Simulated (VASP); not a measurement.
Here is a VASP 6.6.1 calculation.

The input INCAR:

```
  PREC = Accurate
  ENCUT = 630
  EDIFF = 1E-6
  ISMEAR = -1
  SIGMA = 0.1
  LREAL = F
  LASPH = T
  NELM = 120
  ALGO = Normal
  ISIF = 2
  LWAVE = F
  LCHARG = F
  GGA = PS
  NBANDS = 16
  GGA_COMPAT = F
```

The input KPOINTS:

```
regular mesh
0
Gamma
  19 19 17
```

File POSCAR:

```
Cd
1.0
    2.3251394532      0.0000000000      0.0000000000
   -1.1625697266      2.0136298338      0.0000000000
    0.0000000000      0.0000000000      2.2644928471
Cd
1
Direct
    0.0000000000      0.0000000000      0.0000000000
```

Potentials or basis: VASP PAW PBE potentials, release 64 (Cd_sv_GW).

Run with:

```bash
$ cat potpaw_PBE.64/Cd_sv_GW/POTCAR > POTCAR
$ mpirun -np 1 vasp_std > vasp.out
```

Task: Predict the band gap on the k mesh.

Result: Zero (bands 10 and 11 overlap by 6.14 eV).

Task: Predict the pressure.

Result: 310.4 GPa.

Caveat: the cell stands under pressure; the PAW data sets were made with another functional, which shifts forces and pressure a little.
